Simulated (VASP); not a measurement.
Write the native input for VASP 6.6.1 that does the following.

```
Task                   : single point
Functional             : LDA
Potentials or basis    : VASP PAW LDA potentials, release 64 (La, Mg)
Cutoff                 : 520 eV
k mesh                 : 5 × 5 × 5
Occupations            : fermi-dirac, width 0.05 eV
Spin                   : no spin polarisation
Dipole correction      : no
Further INCAR settings : ALGO = Normal; EDIFF = 1e-06; NBANDS = 16
```

The structure of LaMg3 lies in POSCAR:

```
LaMg3
1.0
    4.6720839945      0.0000000000      0.0000000000
    0.0000000000      4.6720839945      0.0000000000
    0.0000000000      0.0000000000      4.8826645811
La Mg
1 3
Direct
    0.0000000000      0.0000000000      0.0000000000
    0.5000000000      0.0000000000      0.5000000000
    0.5000000000      0.5000000000      0.0000000000
    0.0000000000      0.5000000000      0.5000000000
```

These files were run (other wordings do the same):

INCAR

```
PREC = Accurate
ENCUT = 520
EDIFF = 1E-6
ISMEAR = -1
SIGMA = 0.05
LREAL = F
LASPH = T
NELM = 100
ALGO = Normal
ISIF = 2
LWAVE = F
LCHARG = F
GGA = CA
NBANDS = 16
```

KPOINTS

```
regular mesh
0
Gamma
  5 5 5
```

Potentials or basis: VASP PAW LDA potentials, release 64 (La, Mg).

The run is started by

```bash
$ cat potpaw_LDA.64/La/POTCAR potpaw_LDA.64/Mg/POTCAR > POTCAR
$ mpirun -np 1 vasp_std > vasp.out
```

It gave:

- Pressure: -0.9 GPa

It took 16 s on 1 thread of AMD EPYC 9R45 96-Core Processor (Zen 5) (shared host), peak memory 0.16 GiB.
